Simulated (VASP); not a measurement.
Runs of VASP 6.6.1 on NaF (Villiaumite). The structure is cubic, space group Fm-3m (No. 225). Conventional cell: a = 4.594 Å, b = 4.594 Å, c = 4.594 Å, α = 90.00°, β = 90.00°, γ = 90.00°. Na (site symmetry m-3m) has 6 F at 2.30 Å within 3.0 Å. Within 3.0 Å of F (site symmetry m-3m) lie 6 Na at 2.30 Å. 

```csv
level,k mesh,grid for exact exchange (PRECFOCK),screening parameter,gap on the mesh (eV),pressure (GPa)
PBE,6 × 6 × 6,-,-,6.44,3.5
r2SCAN,6 × 6 × 6,-,-,(a),-0.8
PBE0,6 × 6 × 6,Normal,-,9.38,1.6
HSE06,6 × 6 × 6,Normal,0.2079 1/Å,8.60,1.6
PBE,10 × 10 × 10,-,-,6.44,3.5
```

Alike in all rows: task single point; potentials or basis VASP PAW PBE potentials, release 64 (Na_pv, F); no spin polarisation; cell as given; cutoff (eV) 520; smearing gaussian 0.01 eV.

Estimate the missing entries.

(a) 7.32.

Caveats: the PAW data sets were made with another functional, which shifts forces and pressure a little (some runs).

A k mesh can miss the band edges.
